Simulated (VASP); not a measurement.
Here is a VASP 6.6.1 calculation.

INCAR

```
PREC     = Accurate       # precision mode
ENCUT    = 520            # plane-wave cutoff, eV
EDIFF    = 1E-7           # SCF threshold, eV
ISMEAR   = 0              # smearing method
SIGMA    = 0.05           # smearing width, eV
LREAL    = F              # projectors in reciprocal space
LASPH    = T              # aspherical terms in the spheres
NELM     = 100            # most SCF steps
ALGO     = Normal         # electronic algorithm
ISIF     = 2              # what is computed and relaxed
LWAVE    = F              # write WAVECAR
LCHARG   = F              # write CHGCAR
GGA      = PS             # functional
NBANDS   = 16             # bands
```

File KPOINTS:

```
regular mesh
0
Gamma
  8 8 8
```

The input POSCAR:

```
HfMg3
1.0
    4.4351854621      0.0000000000      0.0000000000
    0.0000000000      4.4351854621      0.0000000000
    0.0000000000      0.0000000000      4.4351854621
Hf Mg
1 3
Direct
    0.0000000000      0.0000000000      0.0000000000
    0.0000000000      0.5000000000      0.5000000000
    0.5000000000      0.5000000000      0.0000000000
    0.5000000000      0.0000000000      0.5000000000
```

Potentials or basis: VASP PAW PBE potentials, release 64 (Hf_pv, Mg).

Command:

```bash
$ cat potpaw_PBE.64/Hf_pv/POTCAR potpaw_PBE.64/Mg/POTCAR > POTCAR
$ mpirun -np 1 vasp_std > vasp.out
```

Q: What does it give for the band gap on the k mesh?

A: Zero (bands 8 and 9 overlap by 1.44 eV).

Q: What does it give for the pressure?

A: -1.5 GPa.

Caveat: the PAW data sets were made with another functional, which shifts forces and pressure a little; spin-orbit coupling is left out, which moves the levels of the heavy elements.
